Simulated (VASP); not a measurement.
Here is a VASP 6.6.1 calculation.

INCAR

```
PREC = Accurate
ENCUT = 520
EDIFF = 1E-7
ISMEAR = 0
SIGMA = 0.1
LREAL = F
LASPH = T
NELM = 60
ALGO = Normal
ISIF = 2
LWAVE = F
LCHARG = F
GGA = PE
NBANDS = 38
```

File KPOINTS:

```
regular mesh
0
Gamma
  8 8 6
```

Contents of POSCAR:

```
MgSnO2
1.0
    5.1719412337      0.0000000000      0.0000000000
    0.0000000000      5.1719412337      0.0000000000
    0.0000000000      0.0000000000      7.0850950958
Mg Sn O
2 2 4
Direct
    0.5000000000      0.5000000000      0.0000000000
    0.5000000000      0.5000000000      0.5000000000
    0.0000000000      0.5000000000      0.5000000000
    0.5000000000      0.0000000000      0.0000000000
    0.0000000000      0.0000000000      0.2500000000
    0.0000000000      0.0000000000      0.7500000000
    0.5000000000      0.5000000000      0.2500000000
    0.5000000000      0.5000000000      0.7500000000
```

Potentials or basis: VASP PAW PBE potentials, release 64 (Mg, Sn_d, O).

Launch:

```console
$ cat potpaw_PBE.64/Mg/POTCAR potpaw_PBE.64/Sn_d/POTCAR potpaw_PBE.64/O/POTCAR > POTCAR
$ mpirun -np 1 vasp_std > vasp.out
```

**Question.** Predict the pressure.

**Answer.** 0.1 GPa.

**Question.** What does it give for the band gap on the k mesh?

**Answer.** Zero (bands 28 and 29 overlap by 0.17 eV).

Stress tensor (GPa, compression positive):
```
-0.03  0.00  0.00
 0.00 -0.03  0.00
 0.00  0.00  0.24
```

Caveat: semilocal functionals underestimate gaps, and a narrow one can read as zero; spin-orbit coupling is left out, which moves the levels of the heavy elements.
